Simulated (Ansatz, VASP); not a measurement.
One calculation of Al3BAs2, two programs

```xyz
6
Lattice="4.3763 0.0000 0.0000 -2.1881 3.7900 0.0000 0.0000 0.0000 7.0220" Properties=species:S:1:pos:R:3 pbc="T T T"
Al    0.0000    2.5266    4.5362
Al    2.1881    1.2633    2.4858
Al    0.0000    0.0000    3.5110
B     0.0000    0.0000    0.0000
As    0.0000    2.5266    1.7959
As    2.1881    1.2633    5.2262
```

Change from the starting cell: species swapped into the Li3LaBi2 type (P-3m1, No. 164).

Alike in both runs: task relaxation of cell and atoms; functional PBE; k mesh 6 × 6 × 4; occupations gaussian, width 0.1 eV; no spin polarisation.

|  | VASP | Ansatz |
| --- | --- | --- |
| version | VASP 6.6.1 | Ansatz 0.2.0 |
| potentials or method | VASP PAW PBE potentials, release 64 (Al, B, As), cutoff 600 eV | scalar-relativistic, plane waves, PAW |
| valence electrons in the cell | 22 | 42 |

Ansatz gave:

| Item | Value |
| --- | --- |
| gap on the k mesh at the Fermi level, each at its own relaxed structure (eV) | none |
| relaxed volume (Å³/atom) | 16.28 |
| relaxed length of the cell vector where the two differ most in proportion (Å) | 5.066 |

Problem. Estimate VASP's values.

Solution. gap on the k mesh at the Fermi level, each at its own relaxed structure (eV): none; relaxed volume (Å³/atom): 16.28; relaxed length of the cell vector where the two differ most in proportion (Å): 5.079.

A gap of «none» marks a metal or a gap that the smearing closes. VASP's potentials hold 22 valence electrons a cell and Ansatz's 42, so a difference there can come from the potentials and not from the codes.

Noted on VASP's run: the volume moved by over 15 % at a fixed basis, so the end points are rough.
